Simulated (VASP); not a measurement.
Runs of VASP 6.6.1 on La. The structure is that of space group P6_3/mmc (No. 194), or close to it. The cells are those of the table. 

```tsv
cell	gap on the mesh (eV)	pressure (GPa)
a = 3.918, b = 3.918, c = 12.586 Å, angles 90.0, 90.0, 120.0°, 4 atoms	none	(a)
a = 3.714, b = 3.714, c = 11.931 Å, angles 90.0, 90.0, 120.0°, 4 atoms	none	2.2
a = 3.966, b = 3.966, c = 12.739 Å, angles 90.0, 90.0, 120.0°, 4 atoms	none	(b)
a = 3.659, b = 3.659, c = 11.755 Å, angles 90.0, 90.0, 120.0°, 4 atoms	none	3.6
a = 3.767, b = 3.767, c = 12.101 Å, angles 90.0, 90.0, 120.0°, 4 atoms	none	1.1
```

Alike in all rows: task single point; level revPBE; potentials or basis VASP PAW PBE potentials, release 64 (La); no spin polarisation; k mesh 13 × 13 × 4; cutoff (eV) 520; smearing fermi-dirac 0.1 eV.

Fill in the values left out.

(a) -1.6; (b) -2.3.

Caveats: the PAW data sets were made with another functional, which shifts forces and pressure a little; spin-orbit coupling is left out, which moves the levels of the heavy elements; the cell stands under pressure (at least some runs).

A k mesh can miss the band edges, and the runs leave out spin-orbit coupling on La.

A gap of «none» marks levels without a gap at the run's occupations.
